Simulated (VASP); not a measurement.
# SnO2 (Imma) in VASP: further runs

The runs below take SnO2 through single point, with LDA.

All numbers are computed with VASP 6.6.1; they aren't measurements. Logs are shortened: lines on timing, memory, paths and dates and some standing lists are left out, and cuts for length are marked.

### Step 1. The cell of the first run

Symmetry: Imma, No. 74, orthorhombic system. Conventional cell: a = 3.972 Å, b = 4.072 Å, c = 10.180 Å, α = 90.00°, β = 90.00°, γ = 90.00°. Within 2.7 Å of Sn (site symmetry mm2) lie 6 O at 2.04 to 2.09 Å. Within 2.7 Å of O (site symmetry mm2) lie 3 Sn at 2.04 to 2.07 Å and 2 O at 2.54 Å. Within 2.7 Å of O (site symmetry mm2) lie 3 Sn at 2.07 to 2.09 Å and 2 O at 2.58 Å.

### Step 2. Single point, LDA (strain +0.0250 x Voigt [0, 1, 0, 0, 0, 0])

Contents of INCAR:

```
SYSTEM = SnO2
ALGO = Normal
EDIFF = 1E-6
ENCUT = 520
GGA = CA
ISIF = 2
ISMEAR = 0
LASPH = .True.
LCHARG = .False.
LREAL = .False.
LWAVE = .False.
NBANDS = 35
NELM = 80
PREC = Accurate
SIGMA = 0.05
```

Contents of KPOINTS:

```
k-points
0
Gamma
  10 10 10
  0 0 0
```

Contents of POSCAR:

```
SnO2
1.0
   -1.9861130355      2.0357658614      5.0901677926
    1.9861130355     -2.0357658614      5.0901677926
    1.9861130355      2.0357658614     -5.0901677926
Sn O
2 4
Direct
    0.7500000000      0.2500000000      0.5000000000
    0.0000000000      0.0000000000      0.0000000000
    0.7969975836      0.7969975836      0.0000000000
    0.9530024164      0.4530024164      0.5000000000
    0.2030024164      0.2030024164      0.0000000000
    0.5469975836      0.0469975836      0.5000000000
```

Potentials or basis: VASP PAW LDA potentials, release 64 (Sn_d, O).

On the command line:

```console
> cat potpaw_LDA.64/Sn_d/POTCAR potpaw_LDA.64/O/POTCAR > POTCAR
> mpirun -np 1 vasp_std > vasp.out
```

OUTCAR:

```text
SYSTEM = SnO2
   EDIFF = 1E-6
   ENCUT = 520
   GGA = CA
   ISIF = 2
   ISMEAR = 0
   LASPH = .True.
   LREAL = .False.
   NELM = 80
   PREC = Accurate

 ion  position               nearest neighbor table
   1  0.750  0.250  0.500-   3 2.04   3 2.04   6 2.07   4 2.07   5 2.09   5 2.09   2 3.23   2 3.23
                             2 3.26   2 3.26
   2  0.000  0.000  0.000-   4 2.04   4 2.04   5 2.07   3 2.07   6 2.09   6 2.09   1 3.23   1 3.23
                             1 3.26   1 3.26
   3  0.797  0.797  0.000-   1 2.04   1 2.04   2 2.07
   4  0.953  0.453  0.500-   2 2.04   2 2.04   1 2.07
   5  0.203  0.203  0.000-   2 2.07   1 2.09   1 2.09
   6  0.547  0.047  0.500-   1 2.07   2 2.09   2 2.09

  LATTYP: Found a body centered orthorhombic cell.
 ALAT       =     3.9722260710
 B/A-ratio  =     1.0250000000
 C/A-ratio  =     2.5628792026

  Lattice vectors:

 A1 = (  -1.9861130355,   2.0357658614,   5.0901677926)
 A2 = (   1.9861130355,  -2.0357658614,   5.0901677926)
 A3 = (   1.9861130355,   2.0357658614,  -5.0901677926)

Analysis of symmetry for initial positions (statically):
=====================================================================
 Subroutine PRICEL returns:
 Original cell was already a primitive cell.

 Routine SETGRP: Setting up the symmetry group for a
 body centered orthorhombic supercell.

 Subroutine GETGRP returns: Found  8 space group operations
 (whereof  4 operations were pure point group operations)
 out of a pool of  8 trial point group operations.

The static configuration has the point symmetry C_2v.
 The point group associated with its full space group is D_2h.

Analysis of symmetry for dynamics (positions and initial velocities):
=====================================================================
 Subroutine PRICEL returns:
 Original cell was already a primitive cell.

 Routine SETGRP: Setting up the symmetry group for a
 body centered orthorhombic supercell.

 Subroutine GETGRP returns: Found  8 space group operations
 (whereof  4 operations were pure point group operations)
 out of a pool of  8 trial point group operations.

The dynamic configuration has the point symmetry C_2v.
 The point group associated with its full space group is D_2h.

 Subroutine INISYM returns: Found  8 space group operations
 (whereof  4 operations are pure point group operations),
 and found     1 'primitive' translations

----------------------------------------------------------------------------------------

                                     Primitive cell

  volume of cell :      82.3235

  direct lattice vectors                    reciprocal lattice vectors
    -1.986113036  2.035765861  5.090167793     0.000000000  0.245607813  0.098228589
     1.986113036 -2.035765861  5.090167793     0.251748008  0.000000000  0.098228589
     1.986113036  2.035765861 -5.090167793     0.251748008  0.245607813  0.000000000

  length of vectors
     5.830848634  5.830848634  5.830848634     0.264522311  0.270233076  0.351710473

  position of ions in fractional coordinates (direct lattice)
     0.750000000  0.250000000  0.500000000
     0.000000000  0.000000000  0.000000000
     0.796997584  0.796997584  0.000000000
     0.953002416  0.453002416  0.500000000
     0.203002416  0.203002416  0.000000000
     0.546997584  0.046997584  0.500000000

  ion indices of the primitive-cell ions
   primitive index   ion index
                 1           1
                 2           2
                 3           3
                 4           4
                 5           5
                 6           6

----------------------------------------------------------------------------------------

 KPOINTS: k-points

Automatic generation of k-mesh.
 Grid dimensions read from file:
 generate k-points for:   10   10   10

 Generating k-lattice:

  Cartesian coordinates                     Fractional coordinates (reciprocal lattice)
     0.000000000  0.024560781  0.009822859     0.100000000  0.000000000 -0.000000000
     0.025174801  0.000000000  0.009822859     0.000000000  0.100000000 -0.000000000
     0.025174801  0.024560781  0.000000000     0.000000000 -0.000000000  0.100000000

  Length of vectors
     0.026452231  0.027023308  0.035171047

  Shift w.r.t. Gamma in fractional coordinates (k-lattice)
     0.000000000  0.000000000  0.000000000

 Subroutine IBZKPT returns following result:
 ===========================================

 Found    171 irreducible k-points:

 Following reciprocal coordinates:
            Coordinates               Weight
  0.000000  0.000000  0.000000      1.000000
  0.100000  0.000000 -0.000000      4.000000
  0.200000  0.000000 -0.000000      4.000000
  0.300000  0.000000 -0.000000      4.000000
  0.400000  0.000000 -0.000000      4.000000
  0.500000  0.000000 -0.000000      2.000000
[... 16 lines left out ...]
 -0.400000  0.200000  0.000000      8.000000
 -0.300000  0.200000  0.000000      8.000000
 [... further k-points ...]
   k-points           NKPTS =    171   k-points in BZ     NKDIM =    171   number of bands    NBANDS=     35
   number of dos      NEDOS =    301   number of ions     NIONS =      6
   total plane-waves  NPLWV = 110592
   dimension x,y,z NGX =    48 NGY =   48 NGZ =   48
   dimension x,y,z NGXF=    96 NGYF=   96 NGZF=   96
   ions per type =               2   4
   NGX,Y,Z   is equivalent  to a cutoff of  13.69, 13.69, 13.69 a.u.
   NGXF,Y,Z  is equivalent  to a cutoff of  27.37, 27.37, 27.37 a.u.
 SYSTEM =  SnO2
   PREC   = accura    normal or accurate (medium, high low for compatibility)
   ISTART =      0    job   : 0-new  1-cont  2-samecut
   ICHARG =      2    charge: 1-file 2-atom 10-const
   ISPIN  =      1    spin polarized calculation?
   LNONCOLLINEAR =      F non collinear calculations
   LSORBIT =      F    spin-orbit coupling
   LASPH  =      T    aspherical Exc in radial PAW
   ENCUT  =  520.0 eV  38.22 Ry    6.18 a.u.  10.84 10.84 10.84*2*pi/ulx,y,z
   NELM   =     80;   NELMIN=  2; NELMDL= -5     # of ELM steps
   EDIFF  = 0.1E-05   stopping-criterion for ELM
   LREAL  =      F    real-space projection
   EDIFFG = 0.1E-04   stopping-criterion for IOM
   NSW    =      0    number of steps for IOM
   IBRION =     -1    ionic relax: 0-MD 1-quasi-New 2-CG
   NFREE  =      0    steps in history (QN), initial steepest desc. (CG)
   ISIF   =      2    stress and relaxation
   ISYM   =      2    0-nonsym 1-usesym 2-fastsym
   POTIM  = 0.5000    time-step for ionic-motion
   TEBEG  =    0.0;   TEEND  =   0.0 temperature during run
   PSTRESS=    0.0 pullay stress
   NELECT =      52.0000    total number of electrons
   NUPDOWN=      -1.0000    fix difference up-down
   EMIN   =  10.00;   EMAX   =-10.00  energy-range for DOS
   EFERMI =   0.00;   METHOD = LEGACY
   ISMEAR =     0;   SIGMA  =   0.05  broadening in eV -4-tet -1-fermi 0-gaus
   EFERMI_NEDOS =   21; number of points for ismear=-14 and -15
   IALGO  =     38    algorithm
   IMIX   =      4    mixing-type and parameters
     AMIX     =   0.40;   BMIX     =  1.00
     AMIX_MAG =   1.60;   BMIX_MAG =  1.00
  volume/ion in A,a.u.               =      13.72        92.59
  Fermi-wavevector in a.u.,A,eV,Ry     =   1.404650  2.654403 26.844844  1.973040
  Thomas-Fermi vector in A             =   2.527190
   LORBIT       =      0    0 simple, 1 ext, 2 COOP (PROOUT), +10 PAW based schemes
   GGA     = CA    functional components
   LHFCALC =     F    Hartree Fock is set to
   AEXX    =    0.0000 exact exchange contribution
   IVDW    =     0    specifies the selected vdW correction
   LEPSILON=     F    determine dielectric tensor
   LRPA    =     F    only Hartree local field effects (RPA)
 non-spin polarized calculation
 Gauss-broadening in eV      SIGMA  =   0.05
  energy-cutoff  :      520.00
  volume of cell :       82.32
 maximum number of plane-waves:      2254
 NGX is ok and might be reduce to    48
   NGX = 21   NGY = 21   NGZ = 21

 number of electron      51.9999998 magnetization

 Free energy of the ion-electron system (eV)
  ---------------------------------------------------
  ext. energy  EPLUGINS =         0.00000000
  ---------------------------------------------------
  free energy    TOTEN  =       -41.69227301 eV

  energy without entropy =      -41.69227301  energy(sigma->0) =      -41.69227301

 E-fermi :   3.8994     XC(G=0): -10.8429

 val. band max:        3.6893688426   @ k =  -0.4000   0.4000   0.0000
 cond. band min:       5.2403744887   @ k =   0.0000   0.0000   0.0000
 fundamental gap:      1.5510056461
 Fermi energy:         3.8994317621

 k-point     1 :       0.0000    0.0000    0.0000
  band No.  band energies     occupation
      1     -16.6466      2.00000
      2     -16.5663      2.00000
      3     -16.3906      2.00000
      4     -15.9347      2.00000
      5     -15.8165      2.00000
      6     -15.7916      2.00000
[... 27 lines left out ...]
     34      15.5456      0.00000
     35      15.8643      0.00000

 k-point     2 :       0.1000    0.0000   -0.0000
  band No.  band energies     occupation
      1     -16.6612      2.00000
      2     -16.5380      2.00000
      3     -16.3694      2.00000
      4     -15.9356      2.00000
      5     -15.8187      2.00000
      6     -15.7894      2.00000
[... 27 lines left out ...]
     34      15.1625      0.00000
     35      15.7080      0.00000

 k-point     3 :       0.2000    0.0000   -0.0000
  band No.  band energies     occupation
      1     -16.6781      2.00000
      2     -16.4958      2.00000
      3     -16.3029      2.00000
      4     -15.9371      2.00000
      5     -15.8244      2.00000
      6     -15.7837      2.00000
[... 27 lines left out ...]
     34      14.8790      0.00000
     35      15.3390      0.00000

 k-point     4 :       0.3000    0.0000   -0.0000
  band No.  band energies     occupation
      1     -16.6876      2.00000
      2     -16.4660      2.00000
      3     -16.2094      2.00000
      4     -15.9358      2.00000
      5     -15.8309      2.00000
      6     -15.7757      2.00000
[... 27 lines left out ...]
     34      15.0069      0.00000
     35      15.0870      0.00000

 k-point     5 :       0.4000    0.0000   -0.0000
  band No.  band energies     occupation
      1     -16.6923      2.00000
      2     -16.4483      2.00000
      3     -16.1337      2.00000
      4     -15.9305      2.00000
      5     -15.8359      2.00000
      6     -15.7661      2.00000
[... 638 lines left out ...]
 k-point    22 :       0.5000    0.2000    0.0000
  band No.  band energies     occupation
      1     -16.5866      2.00000
      2     -16.3480      2.00000
      3     -16.0927      2.00000
      4     -15.9164      2.00000
      5     -15.8470      2.00000
      6     -15.7338      2.00000
[... 27 lines left out ...]
     34      14.6640      0.00000
     35      16.1245      0.00000

 k-point    23 :      -0.4000    0.2000    0.0000
  band No.  band energies     occupation
      1     -16.5762      2.00000
      2     -16.3264      2.00000
      3     -16.1176      2.00000
      4     -15.9885      2.00000
      5     -15.8382      2.00000
      6     -15.7405      2.00000
[... 27 lines left out ...]
     34      14.4679      0.00000
     35      15.5775      0.00000

 k-point    24 :      -0.3000    0.2000    0.0000
  band No.  band energies     occupation
      1     -16.5671      2.00000
      2     -16.3494      2.00000
      3     -16.1670      2.00000
      4     -16.0423      2.00000
      5     -15.8265      2.00000
      6     -15.7566      2.00000
[... 27 lines left out ...]
     34      14.4660      0.00000
     35      15.3729      0.00000

 [... further k-points ...]
[... 5 lines left out ...]
  --------------------------------------------------------------------------------------
  -------------------------------------------------------------------------------------
  Total        0.1504020     -3.9675750     -0.9265794      0.0000000      0.0000000      0.0000000
  in kB        2.9271191    -77.2168090    -18.0330561      0.0000000      0.0000000      0.0000000
  external PRESSURE =     -30.7742487 kB  Pullay stress =       0.0000000 kB

 VOLUME and BASIS-vectors are now :
 -----------------------------------------------------------------------------
  energy-cutoff  :      520.00
  volume of cell :       82.32
      direct lattice vectors                 reciprocal lattice vectors
    -1.986113036  2.035765861  5.090167793     0.000000000  0.245607813  0.098228589
     1.986113036 -2.035765861  5.090167793     0.251748008  0.000000000  0.098228589
     1.986113036  2.035765861 -5.090167793     0.251748008  0.245607813  0.000000000

 POSITION                                       TOTAL-FORCE (eV/Angst)
 -----------------------------------------------------------------------------------
     -0.00000      2.03577      2.54508         0.000000     -0.000000     -0.517724
      0.00000      0.00000      0.00000         0.000000      0.000000      0.517724
      0.00000      0.00000      8.11370        -0.000000      0.000000      0.003634
     -0.00000      2.03577      4.61172        -0.000000      0.000000     -0.003634
      0.00000      0.00000      2.06663        -0.000000      0.000000      0.038967
      0.00000      2.03577      0.47845        -0.000000      0.000000     -0.038967
 -----------------------------------------------------------------------------------
    total drift:                                0.000000     -0.000000      0.000000

  FREE ENERGIE OF THE ION-ELECTRON SYSTEM (eV)
  ---------------------------------------------------
  free  energy   TOTEN  =       -41.6922730104 eV

  energy  without entropy=      -41.6922730104  energy(sigma->0) =      -41.69227301
```

It took 14 min on 1 thread of Oxide Virtual Turin-like, shared host; peak memory 0.49 GiB.

What came out:

| Item | Value |
| --- | --- |
| Free energy | -41.6923 eV |
| Pressure | -3.1 GPa |
| Largest force | 0.518 eV/Å |
| Band gap on the k mesh | 1.55 eV (least direct gap 1.81 eV) |

Forces on the atoms (eV/Å):
```
Sn   0.000  0.000 -0.518
Sn   0.000  0.000  0.518
O    0.000  0.000  0.004
O    0.000  0.000 -0.004
O    0.000  0.000  0.039
O    0.000  0.000 -0.039
```

Caveat: the cell differs from its parent crystal (strain +0.0250 x Voigt [0, 1, 0, 0, 0, 0]); the stress differs along the axes, from -8 to 0 GPa; spin-orbit coupling is left out, which moves the levels of the heavy elements. A k mesh can miss the band edges.

### Step 3. Single point, LDA (strain +0.0500 x Voigt [0, 1, 0, 0, 0, 0])

Contents of INCAR:

```
  ALGO = Normal
  EDIFF = 1E-7
  ENCUT = 520
  ISIF = 2
  ISMEAR = 0
  LASPH = T
  LCHARG = T
  LELF = T
  LREAL = F
  LVHAR = T
  LWAVE = F
  NBANDS = 35
  NELM = 80
  PREC = Accurate
  SIGMA = 0.05
```

Contents of KPOINTS:

```
k-points
0
Gamma
  10 10 10
```

POSCAR, as its differences from that of step 2:

```diff
@@ -2,5 +2,5 @@
 1.0
-   -1.9861130355      2.0357658614      5.0901677926
-    1.9861130355     -2.0357658614      5.0901677926
-    1.9861130355      2.0357658614     -5.0901677926
+   -1.9861130355      2.0854186873      5.0901677926
+    1.9861130355     -2.0854186873      5.0901677926
+    1.9861130355      2.0854186873     -5.0901677926
 Sn O
```

Potentials or basis: VASP PAW LDA potentials, release 64 (Sn_d, O).

On the command line:

```console
> cat potpaw_LDA.64/Sn_d/POTCAR potpaw_LDA.64/O/POTCAR > POTCAR
> mpirun -np 1 vasp_std > vasp.out
```

It took 12 min on 1 thread of Oxide Virtual Turin-like, shared host; peak memory 0.5 GiB.

Results (log left out):

```
Free energy            : -41.5559 eV
Pressure               : -6.2 GPa
Largest force          : 0.957 eV/Å
Band gap on the k mesh : 1.36 eV (least direct gap 1.50 eV)
```

Forces on the atoms (eV/Å):
```
Sn   0.000  0.000 -0.957
Sn   0.000  0.000  0.957
O    0.000  0.000  0.048
O    0.000  0.000 -0.048
O    0.000  0.000 -0.006
O    0.000  0.000  0.006
```

Stress tensor (GPa, compression positive):
```
 -0.01   0.00   0.00
  0.00 -14.18   0.00
  0.00   0.00  -4.27
```

Levels at points of the mesh, in eV from the valence-band top:
| k point | band 22 | band 23 | band 24 | band 25 | band 26 | band 27 | band 28 | band 29 | band 30 | band 31 |
| --- | --- | --- | --- | --- | --- | --- | --- | --- | --- | --- |
| (0.00, 0.00, 0.00) | -1.16 | -0.69 | -0.60 | -0.55 | -0.15 | 1.36 | 5.25 | 8.98 | 9.60 | 9.75 |
| (0.50, 0.00, 0.00) | -1.13 | -0.59 | -0.52 | -0.49 | -0.39 | 4.51 | 5.75 | 7.43 | 7.96 | 9.67 |
| (0.00, 0.50, 0.00) | -1.13 | -1.00 | -0.99 | -0.45 | -0.44 | 4.62 | 5.93 | 7.74 | 8.38 | 9.64 |
| (0.50, 0.50, 0.00) | -1.05 | -0.73 | -0.73 | -0.06 | -0.06 | 6.79 | 6.79 | 7.24 | 7.24 | 8.25 |
| (0.50, 0.50, 0.50) | -2.39 | -1.20 | -0.79 | -0.46 | -0.07 | 3.97 | 3.99 | 7.38 | 7.41 | 11.08 |

Caveat: the cell differs from its parent crystal (strain +0.0500 x Voigt [0, 1, 0, 0, 0, 0]); the stress differs along the axes, from -14 to -0 GPa; spin-orbit coupling is left out, which moves the levels of the heavy elements. A k mesh can miss the band edges.
